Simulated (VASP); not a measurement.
A run of VASP 6.6.1 is set up as follows.

Contents of POSCAR:

```
AlN
1.0
    0.0000000000      2.0188684521      1.9381137141
    2.0188684521      0.0000000000      1.9381137141
    2.0188684521      2.0188684521      0.0000000000
Al N
1 1
Direct
    0.0000000000      0.0000000000      0.0000000000
    0.5000000000      0.5000000000      0.5000000000
```

INCAR.step1

```
PREC     = Accurate       # precision mode
ENCUT    = 520            # plane-wave cutoff, eV
ISMEAR   = 0              # smearing method
SIGMA    = 0.01           # smearing width, eV
LREAL    = F              # projectors in reciprocal space
LASPH    = T              # aspherical terms in the spheres
NELM     = 80             # most SCF steps
NBANDS   = 11             # bands
GGA      = PE             # functional
ALGO     = Normal         # electronic algorithm
EDIFF    = 1E-4           # SCF threshold, eV
LWAVE    = T              # write WAVECAR
LCHARG   = F              # write CHGCAR
```

INCAR.step2

```
PREC     = Accurate       # precision mode
ENCUT    = 520            # plane-wave cutoff, eV
EDIFF    = 1E-7           # SCF threshold, eV
ISMEAR   = 0              # smearing method
SIGMA    = 0.01           # smearing width, eV
LREAL    = F              # projectors in reciprocal space
LASPH    = T              # aspherical terms in the spheres
NELM     = 80             # most SCF steps
ALGO     = Normal         # electronic algorithm
ISIF     = 2              # what is computed and relaxed
LWAVE    = F              # write WAVECAR
LCHARG   = F              # write CHGCAR
METAGGA  = R2SCAN         # meta-GGA
LMIXTAU  = T            
NBANDS   = 11             # bands
ISTART   = 1
```

File KPOINTS:

```
Automatic mesh
0
Gamma
  10 10 10
```

Potentials or basis: VASP PAW PBE potentials, release 64 (Al, N).

Launch:

```bash
$ cat potpaw_PBE.64/Al/POTCAR potpaw_PBE.64/N/POTCAR > POTCAR
$ cp INCAR.step1 INCAR
$ mpirun -np 1 vasp_std > vasp.out
$ cp INCAR.step2 INCAR
$ mpirun -np 1 vasp_std > vasp.out
```

(1) Estimate the pressure.

(2) Predict the band gap on the k mesh.

Answers

(1) 12.3 GPa.

(2) 5.54 eV, indirect (least direct gap 7.07 eV).

Caveat: the cell differs from its parent crystal (uniaxial z strain -4.0%); the PAW data sets were made with another functional, which shifts forces and pressure a little.
